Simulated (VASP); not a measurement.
# TaN (Fm-3m) in VASP: notebook, part 2 of 2

VASP 6.6.1. The steps go on from the part before.

## 4. Electric field gradients, PBEsol (volume scaled by 0.99)

The input, INCAR:

```
SYSTEM = TaN
PREC = Accurate
ENCUT = 520
EDIFF = 1E-8
ISMEAR = -1
SIGMA = 0.02
LREAL = .FALSE.
LASPH = .TRUE.
NELM = 60
ALGO = Normal
ISIF = 2
LWAVE = .FALSE.
LCHARG = .FALSE.
GGA = PS
LEFG = .TRUE.
NBANDS = 15
```

The input, KPOINTS:

```
regular mesh
0
G
  9 9 9
  0 0 0
```

The input, POSCAR:

```
TaN
1.0
    0.0000000000      2.1717123202      2.1717123202
    2.1717123202      0.0000000000      2.1717123202
    2.1717123202      2.1717123202      0.0000000000
Ta N
1 1
Direct
    0.5000000000      0.5000000000      0.5000000000
    0.0000000000      0.0000000000      0.0000000000
```

Potentials or basis: VASP PAW PBE potentials, release 64 (Ta_pv, N).

Run with:

```bash
$ cat potpaw_PBE.64/Ta_pv/POTCAR potpaw_PBE.64/N/POTCAR > POTCAR
$ mpirun -np 1 vasp_std > vasp.out
```

OUTCAR:

```text
SYSTEM = TaN
   PREC = Accurate
   ENCUT = 520
   EDIFF = 1E-8
   ISMEAR = -1
   LREAL = .FALSE.
   LASPH = .TRUE.
   NELM = 60
   ISIF = 2
   GGA = PS

 ion  position               nearest neighbor table
   1  0.500  0.500  0.500-   2 2.17   2 2.17   2 2.17   2 2.17   2 2.17   2 2.17
   2  0.000  0.000  0.000-   1 2.17   1 2.17   1 2.17   1 2.17   1 2.17   1 2.17

  LATTYP: Found a face centered cubic cell.
 ALAT       =     4.3434246404

  Lattice vectors:

 A1 = (   0.0000000000,   2.1717123202,   2.1717123202)
 A2 = (   2.1717123202,   0.0000000000,   2.1717123202)
 A3 = (   2.1717123202,   2.1717123202,   0.0000000000)

Analysis of symmetry for initial positions (statically):
=====================================================================
 Subroutine PRICEL returns:
 Original cell was already a primitive cell.

 Routine SETGRP: Setting up the symmetry group for a
 face centered cubic supercell.

 Subroutine GETGRP returns: Found 48 space group operations
 (whereof 48 operations were pure point group operations)
 out of a pool of 48 trial point group operations.

The static configuration has the point symmetry O_h .

Analysis of symmetry for dynamics (positions and initial velocities):
=====================================================================
 Subroutine PRICEL returns:
 Original cell was already a primitive cell.

 Routine SETGRP: Setting up the symmetry group for a
 face centered cubic supercell.

 Subroutine GETGRP returns: Found 48 space group operations
 (whereof 48 operations were pure point group operations)
 out of a pool of 48 trial point group operations.

[... 576 lines left out ...]
      7       5.0643      2.00000
      8       5.0643      2.00000
      9      11.9324      0.00000
     10      13.5253      0.00000
     11      13.5253      0.00000
     12      14.6120      0.00000
     13      17.3345      0.00000
     14      19.2805      0.00000
     15      22.2617      0.00000

 [... further k-points ...]

------------------------ aborting loop because EDIFF is reached ----------------------------------------

  FORCE on cell =-STRESS in cart. coord.  units (eV):
  Direction    XX          YY          ZZ          XY          YZ          ZX
  --------------------------------------------------------------------------------------
  -------------------------------------------------------------------------------------
  Total        1.1943879      1.1943879      1.1943879     -0.0000000     -0.0000000      0.0000000
  in kB       93.4155370     93.4155370     93.4155370     -0.0000000     -0.0000000      0.0000000
  external PRESSURE =      93.4155370 kB  Pullay stress =       0.0000000 kB

 VOLUME and BASIS-vectors are now :
 -----------------------------------------------------------------------------
  energy-cutoff  :      520.00
  volume of cell :       20.49
      direct lattice vectors                 reciprocal lattice vectors
     0.000000000  2.171712320  2.171712320    -0.230233072  0.230233072  0.230233072
     2.171712320  0.000000000  2.171712320     0.230233072 -0.230233072  0.230233072
     2.171712320  2.171712320  0.000000000     0.230233072  0.230233072 -0.230233072

 POSITION                                       TOTAL-FORCE (eV/Angst)
 -----------------------------------------------------------------------------------
      2.17171      2.17171      2.17171         0.000000      0.000000      0.000000
      0.00000      0.00000      0.00000        -0.000000     -0.000000     -0.000000
 -----------------------------------------------------------------------------------
    total drift:                                0.000000     -0.000000     -0.000000

  FREE ENERGIE OF THE ION-ELECTRON SYSTEM (eV)
  ---------------------------------------------------
  free  energy   TOTEN  =       -23.1991481917 eV

  energy  without entropy=      -23.1980887470  energy(sigma->0) =      -23.19861847

 Electric field gradients (V/A^2)
---------------------------------------------------------------------
 ion       V_xx      V_yy      V_zz      V_xy      V_xz      V_yz
---------------------------------------------------------------------
   1       0.000    -0.000    -0.000     0.000     0.000     0.000
   2      -0.000     0.000     0.000    -0.000    -0.000    -0.000
---------------------------------------------------------------------

 Electric field gradients after diagonalization (V/A^2)
 (convention: |V_zz| > |V_xx| > |V_yy|)
----------------------------------------------------------------------
 ion       V_xx      V_yy      V_zz     asymmetry (V_yy - V_xx)/ V_zz
----------------------------------------------------------------------
   1      -0.000    -0.000     0.001       0.000
   2       0.000     0.000    -0.000       0.000
----------------------------------------------------------------------

           NMR quadrupolar parameters

 Cq : quadrupolar parameter    Cq=e*Q*V_zz/h
 eta: asymmetry parameters     (V_yy - V_xx)/ V_zz
 Q  : nuclear electric quadrupole moment in mb (millibarn)
----------------------------------------------------------------------
 ion       Cq(MHz)       eta       Q (mb)
----------------------------------------------------------------------
   1       0.000       0.000       1.000
   2      -0.000       0.000       1.000
----------------------------------------------------------------------
```

stdout:

```text
POSCAR found type information on POSCAR TaN
 POSCAR found :  2 types and       2 ions
 scaLAPACK will be used
 -----------------------------------------------------------------------------
|                                                                             |
|                                                                             |
|     You enforced a specific xc type in the INCAR file but a different       |
|     I HOPE YOU KNOW WHAT YOU ARE DOING!                                     |
|                                                                             |
 -----------------------------------------------------------------------------

 LDA part: xc-table for (Slater+PW92), standard interpolation
 POSCAR, INCAR and KPOINTS ok, starting setup
 FFT: planning ... GRIDC
 FFT: planning ... GRID_SOFT
 FFT: planning ... GRID
 WAVECAR not read
 entering main loop
ion   1

ion   2
```

It took 8.6 s on 1 thread of Intel Xeon 6975P-C, shared host; peak memory 0.14 GiB.

Results:

```yaml
Free_energy: -23.1991 eV
Pressure: 9.3 GPa
Band_gap_on_the_k_mesh: zero (band 8 reaches 11.45 eV, above the bottom of band 9 at 7.57 eV)
```

Caveat: without QUAD_EFG the Cq values of the log hold for a quadrupole moment of 1 mb, not for the nuclei; the PAW data sets were made with another functional, which shifts forces and pressure a little; spin-orbit coupling is left out, which moves the levels of the heavy elements.

## 5. The runs side by side

```csv
cell,gap on the mesh (eV),pressure (GPa)
"a = 3.019 Å, angles 60.0°, 2 atoms",none,32.5
"a = 3.082 Å, angles 60.0°, 2 atoms",none,5.4
"a = 3.071 Å, angles 60.0°, 2 atoms",none,9.3
```

Alike in all rows: task electric field gradients; level PBEsol; potentials or basis VASP PAW PBE potentials, release 64 (Ta_pv, N); no spin polarisation; k mesh 9 × 9 × 9; cutoff (eV) 520; smearing fermi-dirac 0.02 eV.

Caveats: the PAW data sets were made with another functional, which shifts forces and pressure a little; spin-orbit coupling is left out, which moves the levels of the heavy elements.

Total energies depend on the potentials used, so only differences within one code and one set of settings carry meaning.
